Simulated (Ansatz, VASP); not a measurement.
MnSi: VASP beside Ansatz

```
Mn Si
1.0
     4.42823    0.00000    0.00000
     0.00000    4.42823    0.00000
     0.00000    0.00000    4.42823
Mn Si
4 4
Direct
  0.13733 0.13733 0.13733
  0.63733 0.36267 0.86267
  0.86267 0.63733 0.36267
  0.36267 0.86267 0.63733
  0.84539 0.84539 0.84539
  0.34539 0.65461 0.15461
  0.15461 0.34539 0.65461
  0.65461 0.15461 0.34539
```

Alike in both runs: functional LDA; k mesh 8 × 8 × 8; occupations fermi-dirac, width 0.05 eV; collinear spin.

Ansatz relaxed the structure, and its values are those at the end. VASP's run is a single point on that final structure, the one shown.

|  | VASP | Ansatz |
| --- | --- | --- |
| version | VASP 6.6.1 | Ansatz 0.2.0 |
| potentials or method | VASP PAW LDA potentials, release 64 (Mn_pv, Si) | scalar-relativistic, plane waves, PAW |
| plane-wave cutoff (eV) | 520 | 420 |
| valence electrons in the cell | 68 | 76 |

```tsv
	VASP	Ansatz	Ansatz less VASP
gap on the k mesh at the Fermi level (eV)	none	none	-
pressure (GPa)	-0.2	0.0	+0.23
rms of the force components (eV/Å)	0.012	0.000	-0.0119
net moment per atom (μB)	0.24	0.33	+0.093
size of the moment on the site where the two differ most (μB)	0.49	0.65	+0.158
```

LDA's correlation is that of Perdew and Zunger in VASP and of Perdew and Wang (1992) in Ansatz. Site moments also hang on the region over which each program counts them. A gap of «none» marks a metal or a gap that the smearing closes. VASP's potentials hold 68 valence electrons a cell and Ansatz's 76, so a difference there can come from the potentials and not from the codes.
